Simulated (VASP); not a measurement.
# KF (P6_3/mmc) in VASP: a series of runs, part 2 of 2

VASP 6.6.1. Earlier steps stand in the parts before.

### Step 4. Single point, PBE

Contents of INCAR:

```
ALGO = Normal ; EDIFF = 1E-6
ENCUT = 520 ; GGA = PE
ISIF = 2 ; ISMEAR = -1
LASPH = T ; LCHARG = F
LREAL = F ; LWAVE = F
NBANDS = 24 ; NELM = 100
PREC = Accurate ; SIGMA = 0.02
```

Contents of KPOINTS:

```
k-points
0
Gamma
  12 12 4
```

Contents of POSCAR:

```
KF
1.0
    3.6599340438      0.0000000000      0.0000000000
   -1.8299670219      3.1695958582      0.0000000000
    0.0000000000      0.0000000000      6.4788100681
K F
2 2
Direct
    0.0000000000      0.0000000000      0.0000000000
    0.0000000000      0.0000000000      0.5000000000
    0.3333333333      0.6666666667      0.2500000000
    0.6666666667      0.3333333333      0.7500000000
```

Potentials or basis: VASP PAW PBE potentials, release 64 (K_sv, F).

Launch:

```bash
$ cat potpaw_PBE.64/K_sv/POTCAR potpaw_PBE.64/F/POTCAR > POTCAR
$ mpirun -np 1 vasp_std > vasp.out
```

OUTCAR:

```text
EDIFF = 1E-6
   ENCUT = 520
   GGA = PE
   ISIF = 2
   ISMEAR = -1
   LASPH = T
   LREAL = F
   NELM = 100
   PREC = Accurate

 ion  position               nearest neighbor table
   1  0.000  0.000  0.000-   3 2.66   4 2.66   4 2.66   3 2.66   4 2.66   3 2.66   2 3.24   2 3.24

   2  0.000  0.000  0.500-   3 2.66   4 2.66   4 2.66   3 2.66   4 2.66   3 2.66   1 3.24   1 3.24

   3  0.333  0.667  0.250-   1 2.66   2 2.66   1 2.66   2 2.66   1 2.66   2 2.66
   4  0.667  0.333  0.750-   1 2.66   2 2.66   1 2.66   2 2.66   1 2.66   2 2.66
[... 851 lines left out ...]
  Direction    XX          YY          ZZ          XY          YZ          ZX
  --------------------------------------------------------------------------------------
  -------------------------------------------------------------------------------------
  Total        0.9269112      0.9269112      1.0498290      0.0000000     -0.0000000      0.0000000
  in kB       19.7595158     19.7595158     22.3798275      0.0000000     -0.0000000      0.0000000
  external PRESSURE =      20.6329530 kB  Pullay stress =       0.0000000 kB

 VOLUME and BASIS-vectors are now :
 -----------------------------------------------------------------------------
  energy-cutoff  :      520.00
  volume of cell :       75.16
      direct lattice vectors                 reciprocal lattice vectors
     3.659934044  0.000000000  0.000000000     0.273228968  0.157748818  0.000000000
    -1.829967022  3.169595858  0.000000000     0.000000000  0.315497636  0.000000000
     0.000000000  0.000000000  6.478810068     0.000000000  0.000000000  0.154349331

 POSITION                                       TOTAL-FORCE (eV/Angst)
 -----------------------------------------------------------------------------------
      0.00000      0.00000      0.00000         0.000000      0.000000     -0.000000
      0.00000      0.00000      3.23941         0.000000      0.000000     -0.000000
     -0.00000      2.11306      1.61970         0.000000     -0.000000      0.000000
      1.82997      1.05653      4.85911        -0.000000      0.000000      0.000000
 -----------------------------------------------------------------------------------
    total drift:                                0.000000     -0.000000      0.000000

  FREE ENERGIE OF THE ION-ELECTRON SYSTEM (eV)
  ---------------------------------------------------
  free  energy   TOTEN  =       -16.4018866626 eV

  energy  without entropy=      -16.4018866626  energy(sigma->0) =      -16.40188666
```

OSZICAR:

```text
N       E                     dE             d eps       ncg     rms          rms(c)
DAV:   1     0.261682551252E+03    0.26168E+03   -0.16552E+04  2736   0.129E+03
DAV:   2    -0.431344199532E+01   -0.26600E+03   -0.25342E+03  3600   0.366E+02
DAV:   3    -0.179450772211E+02   -0.13632E+02   -0.13547E+02  3880   0.730E+01
DAV:   4    -0.189256522368E+02   -0.98058E+00   -0.98013E+00  4208   0.126E+01
DAV:   5    -0.189330268058E+02   -0.73746E-02   -0.73744E-02  3696   0.140E+00    0.898E+00
DAV:   6    -0.164417450232E+02    0.24913E+01   -0.89649E+00  3072   0.185E+01    0.564E+00
DAV:   7    -0.164087467356E+02    0.32998E-01   -0.42271E-01  3832   0.363E+00    0.351E+00
DAV:   8    -0.163984833161E+02    0.10263E-01   -0.13157E-01  3192   0.297E+00    0.421E-01
DAV:   9    -0.164005612423E+02   -0.20779E-02   -0.23928E-02  3568   0.892E-01    0.161E-01
DAV:  10    -0.164018319426E+02   -0.12707E-02   -0.39822E-03  3568   0.428E-01    0.117E-01
DAV:  11    -0.164018071578E+02    0.24785E-04   -0.62946E-05  3752   0.616E-02    0.936E-02
DAV:  12    -0.164018870863E+02   -0.79929E-04   -0.36442E-04  3120   0.115E-01    0.268E-02
DAV:  13    -0.164018857136E+02    0.13727E-05   -0.36006E-05  3568   0.388E-02    0.184E-02
DAV:  14    -0.164018868780E+02   -0.11644E-05   -0.33505E-06  2816   0.117E-02    0.650E-03
DAV:  15    -0.164018866626E+02    0.21542E-06   -0.17354E-06  2992   0.848E-03
   1 F= -.16401887E+02 E0= -.16401887E+02  d E =-.443562E-11
```

It took 50 s on 1 thread of AMD EPYC 9R45 (Zen 5), shared host; peak memory 0.2 GiB.

What came out:

| Property | Result |
| --- | --- |
| Free energy | -16.4019 eV |
| Pressure | 2.1 GPa |
| Band gap on the k mesh | 6.19 eV |

### Step 5. Single point, LDA

Contents of INCAR:

```
SYSTEM = KF
PREC = Accurate
ENCUT = 520
EDIFF = 1E-6
ISMEAR = 0
SIGMA = 0.01
LREAL = .FALSE.
LASPH = .TRUE.
NELM = 60
ALGO = Normal
ISIF = 2
LWAVE = .FALSE.
LCHARG = .FALSE.
GGA = CA
NBANDS = 24
```

Contents of KPOINTS:

```
regular mesh
0
G
  12 12 4
  0 0 0
```

POSCAR is that of step 4.

Potentials or basis: VASP PAW LDA potentials, release 64 (K_sv, F).

Launch:

```bash
$ cat potpaw_LDA.64/K_sv/POTCAR potpaw_LDA.64/F/POTCAR > POTCAR
$ mpirun -np 1 vasp_std > vasp.out
```

OUTCAR:

```text
SYSTEM = KF
   PREC = Accurate
   ENCUT = 520
   EDIFF = 1E-6
   ISMEAR = 0
   LREAL = .FALSE.
   LASPH = .TRUE.
   NELM = 60
   ISIF = 2
   GGA = CA

 ion  position               nearest neighbor table
   1  0.000  0.000  0.000-   3 2.66   4 2.66   4 2.66   3 2.66   4 2.66   3 2.66   2 3.24   2 3.24

   2  0.000  0.000  0.500-   3 2.66   4 2.66   4 2.66   3 2.66   4 2.66   3 2.66   1 3.24   1 3.24

   3  0.333  0.667  0.250-   1 2.66   2 2.66   1 2.66   2 2.66   1 2.66   2 2.66
   4  0.667  0.333  0.750-   1 2.66   2 2.66   1 2.66   2 2.66   1 2.66   2 2.66

  LATTYP: Found a hexagonal cell.
 ALAT       =     3.6599340438
[... 851 lines left out ...]
  -------------------------------------------------------------------------------------
  Total       -1.3078642     -1.3078642     -1.5527876      0.0000000      0.0000000      0.0000000
  in kB      -27.8805174    -27.8805174    -33.1016952      0.0000000      0.0000000      0.0000000
  external PRESSURE =     -29.6209100 kB  Pullay stress =       0.0000000 kB

 VOLUME and BASIS-vectors are now :
 -----------------------------------------------------------------------------
  energy-cutoff  :      520.00
  volume of cell :       75.16
      direct lattice vectors                 reciprocal lattice vectors
     3.659934044  0.000000000  0.000000000     0.273228968  0.157748818  0.000000000
    -1.829967022  3.169595858  0.000000000     0.000000000  0.315497636  0.000000000
     0.000000000  0.000000000  6.478810068     0.000000000  0.000000000  0.154349331

 POSITION                                       TOTAL-FORCE (eV/Angst)
 -----------------------------------------------------------------------------------
      0.00000      0.00000      0.00000        -0.000000      0.000000     -0.000000
      0.00000      0.00000      3.23941        -0.000000      0.000000     -0.000000
     -0.00000      2.11306      1.61970         0.000000     -0.000000      0.000000
      1.82997      1.05653      4.85911        -0.000000      0.000000     -0.000000
 -----------------------------------------------------------------------------------
    total drift:                                0.000000     -0.000000      0.000000

  FREE ENERGIE OF THE ION-ELECTRON SYSTEM (eV)
  ---------------------------------------------------
  free  energy   TOTEN  =       -17.9369548788 eV

  energy  without entropy=      -17.9369548788  energy(sigma->0) =      -17.93695488
```

Run time: 42 s. Hardware: 1 thread of AMD EPYC 9R45 (Zen 5), shared host; peak memory 0.18 GiB.

What came out:

* Free energy: -17.9370 eV
* Pressure: -3.0 GPa
* Band gap on the k mesh: 5.82 eV

A k mesh can miss the band edges.

### Step 6. Summary

| level | potentials or basis | cell | k mesh | smearing | gap on the mesh (eV) | pressure (GPa) |
| --- | --- | --- | --- | --- | --- | --- |
| PBE | VASP PAW PBE potentials, release 64 (K_sv, F) | a = 3.660, b = 3.660, c = 6.479 Å, angles 90.0, 90.0, 120.0°, 4 atoms | 6 × 6 × 2 | gaussian 0.01 eV | 6.19 | 2.0 |
| LDA | VASP PAW LDA potentials, release 64 (K_sv, F) | a = 3.554, b = 3.554, c = 6.289 Å, angles 90.0, 90.0, 120.0°, 4 atoms | 12 × 12 × 4 | fermi-dirac 0.02 eV | 6.28 | 0.2 |
| PBE | VASP PAW PBE potentials, release 64 (K_sv, F) | a = 3.660, b = 3.660, c = 6.479 Å, angles 90.0, 90.0, 120.0°, 4 atoms | 12 × 12 × 4 | fermi-dirac 0.02 eV | 6.19 | 2.1 |
| LDA | VASP PAW LDA potentials, release 64 (K_sv, F) | a = 3.660, b = 3.660, c = 6.479 Å, angles 90.0, 90.0, 120.0°, 4 atoms | 12 × 12 × 4 | gaussian 0.01 eV | 5.82 | -3.0 |

Alike in all rows: task single point; no spin polarisation; cutoff (eV) 520.

Caveats: some runs use coarse meshes.

Total energies depend on the potentials used, so only differences within one code and one set of settings carry meaning.
